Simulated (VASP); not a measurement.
KCl, 2 atoms in the cell. The structure is tetragonal, space group I4/mmm (No. 139). Conventional cell: a = 4.463 Å, b = 4.463 Å, c = 6.502 Å, α = 90.00°, β = 90.00°, γ = 90.00°. K (site symmetry 4/mmm) has 6 Cl at 3.16 to 3.25 Å within 4.2 Å. Cl (site symmetry 4/mmm) has 6 K at 3.16 to 3.25 Å within 4.2 Å.  This cell differs from its parent crystal: zz strain of +3 %.

| Quantity | Value |
| --- | --- |
| Program | VASP 6.6.1 |
| Task | single point |
| Functional | PBE |
| Potentials or basis | VASP PAW PBE potentials, release 64 (K_sv, Cl) |
| Cutoff | 520 eV |
| k mesh | 7 × 7 × 7 |
| Occupations | fermi-dirac, width 0.03 eV |
| Spin | no spin polarisation |
| Dipole correction | no |
| Further INCAR settings | ALGO = Normal; EDIFF = 1e-07; NBANDS = 15 |

Potentials or basis: VASP PAW PBE potentials, release 64 (K_sv, Cl).

Command:

```console
$ cat potpaw_PBE.64/K_sv/POTCAR potpaw_PBE.64/Cl/POTCAR > POTCAR
$ mpirun -np 1 vasp_std > vasp.out
```

Hardware: 1 thread of Intel(R) Xeon(R) 6975P-C (Granite Rapids), with other jobs on the host.

Q: Estimate the wall time of this run.

A: It took 21 s on 1 thread of Intel(R) Xeon(R) 6975P-C (Granite Rapids), with other jobs on the host, peak memory 0.21 GiB. Counts: scf iterations 15, k points 40.
